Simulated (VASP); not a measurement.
# TiC (Fm-3m) in VASP: further runs, part 2 of 3

VASP 6.6.1. The steps go on from the part before.

## 4. Vibrations by perturbation theory, PBEsol

This run uses another cell than the first one, of 9.89 Å³/atom.

The input, INCAR:

```
PREC     = Accurate       # precision mode
ENCUT    = 520            # plane-wave cutoff, eV
EDIFF    = 1E-8           # SCF threshold, eV
ISMEAR   = -1             # smearing method
SIGMA    = 0.1            # smearing width, eV
LREAL    = False          # projectors in reciprocal space
LASPH    = True           # aspherical terms in the spheres
NELM     = 80             # most SCF steps
ALGO     = Normal         # electronic algorithm
ISIF     = 2              # what is computed and relaxed
LWAVE    = False          # write WAVECAR
LCHARG   = False          # write CHGCAR
GGA      = PS             # functional
IBRION   = 8              # ionic algorithm
NSW      = 1              # ionic steps
```

The input, KPOINTS:

```
regular mesh
0
Gamma
  16 16 16
```

The input, POSCAR:

```
TiC
1.0
    0.0000000000      2.1467590727      2.1467590727
    2.1467590727      0.0000000000      2.1467590727
    2.1467590727      2.1467590727      0.0000000000
Ti C
1 1
Direct
    0.0000000000      0.0000000000      0.0000000000
    0.5000000000      0.5000000000      0.5000000000
```

Potentials or basis: VASP PAW PBE potentials, release 64 (Ti_sv, C).

Command:

```sh
$ cat potpaw_PBE.64/Ti_sv/POTCAR potpaw_PBE.64/C/POTCAR > POTCAR
$ mpirun -np 1 vasp_std > vasp.out
```

OUTCAR:

```text
PREC = Accurate
   ENCUT = 520
   EDIFF = 1E-8
   ISMEAR = -1
   LREAL = False
   LASPH = True
   NELM = 80
   ISIF = 2
   GGA = PS
   IBRION = 8
   NSW = 1

 ion  position               nearest neighbor table
   1  0.000  0.000  0.000-   2 2.15   2 2.15   2 2.15   2 2.15   2 2.15   2 2.15
   2  0.500  0.500  0.500-   1 2.15   1 2.15   1 2.15   1 2.15   1 2.15   1 2.15

  LATTYP: Found a face centered cubic cell.
 ALAT       =     4.2935181454

  Lattice vectors:

 A1 = (   0.0000000000,   2.1467590727,   2.1467590727)
 A2 = (   2.1467590727,   0.0000000000,   2.1467590727)
 A3 = (   2.1467590727,   2.1467590727,   0.0000000000)

Analysis of symmetry for initial positions (statically):
=====================================================================
 Subroutine PRICEL returns:
 Original cell was already a primitive cell.

 Routine SETGRP: Setting up the symmetry group for a
 face centered cubic supercell.

[... 586 lines left out ...]

 INTERNAL STRAIN TENSOR  FOR ION    2  DIRECTION 1   (eV/Angst):
 -----------------------------------------------------------------------------
    -0.01314 -0.00000  0.00000
     0.00000  0.00536  0.00000
    -0.00000  0.00000  0.00536

 INTERNAL STRAIN TENSOR FOR ION    2 for displacements in x,y,z  (eV/Angst):
          X           Y           Z          XY          YZ          ZX
  --------------------------------------------------------------------------------
  x     0.00000     0.00000     0.00000     0.00000     0.00000     0.00000
  y     0.00000     0.00000     0.00000     0.00000     0.00000     0.00000
  z     0.00000     0.00000     0.00000     0.00000     0.00000     0.00000

 SECOND DERIVATIVES (NOT SYMMETRIZED)
 ------------------------------------
               1X          1Y          1Z          2X          2Y          2Z
  1X   -10.486586    0.000000    0.000000   10.486586    0.000000    0.000000
  1Y     0.000000  -10.486586    0.000000    0.000000   10.486586    0.000000
  1Z     0.000000    0.000000  -10.486586    0.000000    0.000000   10.486586
  2X    10.379678    0.000000    0.000000  -10.379678    0.000000    0.000000
  2Y     0.000000   10.379678    0.000000    0.000000  -10.379678    0.000000
  2Z     0.000000    0.000000   10.379678    0.000000    0.000000  -10.379678

 Eigenvectors and eigenvalues of the dynamical matrix
 ----------------------------------------------------

   1 f  =   16.270683 THz   102.231716 2PiTHz  542.731562 cm-1    67.290107 meV
             X         Y         Z           dx          dy          dz
      0.000000  0.000000  0.000000     0.000000    0.000000   -0.449664
      2.146759  2.146759  2.146759     0.000000    0.000000    0.893198
[... 21 lines left out ...]
   6 f/i=    0.033482 THz     0.210373 2PiTHz    1.116837 cm-1     0.138470 meV
             X         Y         Z           dx          dy          dz
      0.000000  0.000000  0.000000     0.026315    0.146470    0.880713
      2.146759  2.146759  2.146759     0.013248    0.073738    0.443379

--------------------------------------------------------------------------------------------------------

 ELASTIC MODULI CONTR FROM IONIC RELAXATION (kBar)
 Direction    XX          YY          ZZ          XY          YZ          ZX
 --------------------------------------------------------------------------------
 XX           0.0000      0.0000      0.0000      0.0000      0.0000      0.0000
 YY           0.0000      0.0000      0.0000      0.0000      0.0000      0.0000
 ZZ           0.0000      0.0000      0.0000      0.0000      0.0000      0.0000
 XY           0.0000      0.0000      0.0000      0.0000      0.0000      0.0000
 YZ           0.0000      0.0000      0.0000      0.0000      0.0000      0.0000
 ZX           0.0000      0.0000      0.0000      0.0000      0.0000      0.0000
 --------------------------------------------------------------------------------
```

OSZICAR:

```text
N       E                     dE             d eps       ncg     rms          rms(c)
DAV:   1     0.119718768136E+03    0.11972E+03   -0.85374E+03  3492   0.160E+03
DAV:   2    -0.148371962378E+02   -0.13456E+03   -0.12802E+03  3580   0.385E+02
DAV:   3    -0.246465405743E+02   -0.98093E+01   -0.94671E+01  4600   0.984E+01
DAV:   4    -0.251442096615E+02   -0.49767E+00   -0.49695E+00  4496   0.209E+01
[... 58 lines left out ...]
RMM:  16    -0.118034059450E+00    0.64255E-08   -0.45261E-07 19000   0.908E-05    0.104E-06
RMM:  17    -0.118034062093E+00   -0.26432E-08   -0.20756E-07 20475   0.587E-05    0.164E-06
RMM:  18    -0.118034065754E+00   -0.36604E-08   -0.13171E-07 19925   0.423E-05    0.644E-07
RMM:  19    -0.118034069035E+00   -0.32813E-08   -0.97947E-08 18637   0.332E-05    0.571E-07
 Linear response finished
```

stdout:

```text
POSCAR found type information on POSCAR TiC
 POSCAR found :  2 types and       2 ions
 scaLAPACK will be used
 -----------------------------------------------------------------------------
|                                                                             |
|                                                                             |
|     You enforced a specific xc type in the INCAR file but a different       |
|     I HOPE YOU KNOW WHAT YOU ARE DOING!                                     |
|                                                                             |
 -----------------------------------------------------------------------------

 LDA part: xc-table for (Slater+PW92), standard interpolation
 POSCAR, INCAR and KPOINTS ok, starting setup
 FFT: planning ... GRIDC
 FFT: planning ... GRID_SOFT
 FFT: planning ... GRID
 WAVECAR not read
 entering main loop
 Linear response reoptimize wavefunctions to high precision
 Linear response DOF=           2
 Linear response progress:
 first order change of Fermi-energy   0.12484E-03
 force on displaced ion       1 direction 1 : -10.487   0.000   0.000
 Linear response progress:
 first order change of Fermi-energy   0.26154E-03
 force on displaced ion       2 direction 1 : -10.380   0.000   0.000
 Linear response finished
```

Run time: 4.4 min. Hardware: 1 thread of Intel Xeon Platinum 8259CL at 2.50GHz (Skylake/Cascade Lake), shared host; peak memory 0.34 GiB.

What came out:

```
Highest phonon frequency at Γ : 543 cm⁻¹
```

Phonon frequencies in cm⁻¹ (negative: imaginary):
| q point | frequencies |
| --- | --- |
| (0.000, 0.000, 0.000) | -1 -1 -1 543 543 543 |

Caveat: the PAW data sets were made with another functional, which shifts forces and pressure a little.

## 5. Vibrations by perturbation theory, PBEsol (10.19 Å³/atom)

This run uses another cell than the first one, of 10.19 Å³/atom.

The input, INCAR:

```
ALGO     = Normal         # electronic algorithm
EDIFF    = 1E-8           # SCF threshold, eV
ENCUT    = 520            # plane-wave cutoff, eV
GGA      = PS             # functional
IBRION   = 8              # ionic algorithm
ISIF     = 2              # what is computed and relaxed
ISMEAR   = -1             # smearing method
LASPH    = True           # aspherical terms in the spheres
LCHARG   = True           # write CHGCAR
LREAL    = False          # projectors in reciprocal space
LWAVE    = False          # write WAVECAR
NELM     = 100            # most SCF steps
NSW      = 1              # ionic steps
PREC     = Accurate       # precision mode
SIGMA    = 0.1            # smearing width, eV
```

The input, KPOINTS:

```
k-points
0
Gamma
  16 16 16
```

The input, POSCAR:

```
TiC
1.0
    0.0000000000      2.1680154954      2.1680154954
    2.1680154954      0.0000000000      2.1680154954
    2.1680154954      2.1680154954      0.0000000000
Ti C
1 1
Direct
    0.0000000000      0.0000000000      0.0000000000
    0.5000000000      0.5000000000      0.5000000000
```

Potentials or basis: VASP PAW PBE potentials, release 64 (Ti_sv, C).

Command:

```sh
$ cat potpaw_PBE.64/Ti_sv/POTCAR potpaw_PBE.64/C/POTCAR > POTCAR
$ mpirun -np 1 vasp_std > vasp.out
```

OUTCAR:

```text
EDIFF = 1E-8
   ENCUT = 520
   GGA = PS
   IBRION = 8
   ISIF = 2
   ISMEAR = -1
   LASPH = True
   LREAL = False
   NELM = 100
   NSW = 1
   PREC = Accurate

 ion  position               nearest neighbor table
   1  0.000  0.000  0.000-   2 2.17   2 2.17   2 2.17   2 2.17   2 2.17   2 2.17
   2  0.500  0.500  0.500-   1 2.17   1 2.17   1 2.17   1 2.17   1 2.17   1 2.17

  LATTYP: Found a face centered cubic cell.
 ALAT       =     4.3360309908

  Lattice vectors:

 A1 = (   0.0000000000,   2.1680154954,   2.1680154954)
 A2 = (   2.1680154954,   0.0000000000,   2.1680154954)
 A3 = (   2.1680154954,   2.1680154954,   0.0000000000)

Analysis of symmetry for initial positions (statically):
=====================================================================
 Subroutine PRICEL returns:
 Original cell was already a primitive cell.

 Routine SETGRP: Setting up the symmetry group for a
 face centered cubic supercell.

 Subroutine GETGRP returns: Found 48 space group operations
[... 585 lines left out ...]

 INTERNAL STRAIN TENSOR  FOR ION    2  DIRECTION 1   (eV/Angst):
 -----------------------------------------------------------------------------
    -0.01390  0.00000 -0.00000
    -0.00000  0.00584  0.00000
     0.00000  0.00000  0.00584

 INTERNAL STRAIN TENSOR FOR ION    2 for displacements in x,y,z  (eV/Angst):
          X           Y           Z          XY          YZ          ZX
  --------------------------------------------------------------------------------
  x     0.00000     0.00000     0.00000     0.00000     0.00000     0.00000
  y     0.00000     0.00000     0.00000     0.00000     0.00000     0.00000
  z     0.00000     0.00000     0.00000     0.00000     0.00000     0.00000

 SECOND DERIVATIVES (NOT SYMMETRIZED)
 ------------------------------------
               1X          1Y          1Z          2X          2Y          2Z
  1X    -9.291720    0.000000    0.000000    9.291720    0.000000    0.000000
  1Y     0.000000   -9.291720    0.000000    0.000000    9.291720    0.000000
  1Z     0.000000    0.000000   -9.291720    0.000000    0.000000    9.291720
  2X     9.278954    0.000000    0.000000   -9.278954    0.000000    0.000000
  2Y     0.000000    9.278954    0.000000    0.000000   -9.278954    0.000000
  2Z     0.000000    0.000000    9.278954    0.000000    0.000000   -9.278954

 Eigenvectors and eigenvalues of the dynamical matrix
 ----------------------------------------------------

   1 f  =   15.370015 THz    96.572650 2PiTHz  512.688502 cm-1    63.565244 meV
             X         Y         Z           dx          dy          dz
      0.000000  0.000000  0.000000     0.000000    0.448072    0.000000
      2.168015  2.168015  2.168015     0.000000   -0.893998    0.000000
[... 21 lines left out ...]
   6 f/i=    0.004232 THz     0.026593 2PiTHz    0.141179 cm-1     0.017504 meV
             X         Y         Z           dx          dy          dz
      0.000000  0.000000  0.000000     0.000000    0.000000    0.893998
      2.168015  2.168015  2.168015     0.000000    0.000000    0.448072

--------------------------------------------------------------------------------------------------------

 ELASTIC MODULI CONTR FROM IONIC RELAXATION (kBar)
 Direction    XX          YY          ZZ          XY          YZ          ZX
 --------------------------------------------------------------------------------
 XX           0.0000      0.0000      0.0000      0.0000      0.0000      0.0000
 YY           0.0000      0.0000      0.0000      0.0000      0.0000      0.0000
 ZZ           0.0000      0.0000      0.0000      0.0000      0.0000      0.0000
 XY           0.0000      0.0000      0.0000      0.0000      0.0000      0.0000
 YZ           0.0000      0.0000      0.0000      0.0000      0.0000      0.0000
 ZX           0.0000      0.0000      0.0000      0.0000      0.0000      0.0000
 --------------------------------------------------------------------------------
```

OSZICAR:

```text
N       E                     dE             d eps       ncg     rms          rms(c)
DAV:   1     0.117629671198E+03    0.11763E+03   -0.85032E+03  3480   0.157E+03
DAV:   2    -0.153633445791E+02   -0.13299E+03   -0.12679E+03  3620   0.382E+02
DAV:   3    -0.247673656234E+02   -0.94040E+01   -0.90542E+01  4632   0.967E+01
DAV:   4    -0.252109320355E+02   -0.44357E+00   -0.44297E+00  4468   0.199E+01
[... 83 lines left out ...]
RMM:  17    -0.117512549498E+00   -0.98364E-08   -0.26178E-07 20535   0.600E-05    0.159E-06
RMM:  18    -0.117512552253E+00   -0.27545E-08   -0.17550E-07 19583   0.434E-05    0.820E-07
RMM:  19    -0.117512557792E+00   -0.55395E-08   -0.12225E-07 19389   0.350E-05    0.572E-07
RMM:  20    -0.117512557980E+00   -0.18788E-09   -0.49251E-08 16371   0.296E-05    0.182E-07
 Linear response finished
```

Wall time 6.6 min (1 thread of Intel Xeon Platinum 8259CL at 2.50GHz (Skylake/Cascade Lake), shared host); peak memory 0.35 GiB.

Results:

```
Highest phonon frequency at Γ : 513 cm⁻¹
```

Phonon frequencies in cm⁻¹ (negative: imaginary):
| q point | frequencies |
| --- | --- |
| (0.000, 0.000, 0.000) | 0 0 0 513 513 513 |

Caveat: the cell stands under pressure or tension, which shifts response properties; the PAW data sets were made with another functional, which shifts forces and pressure a little.

(Part 2 of 3 ends here.)
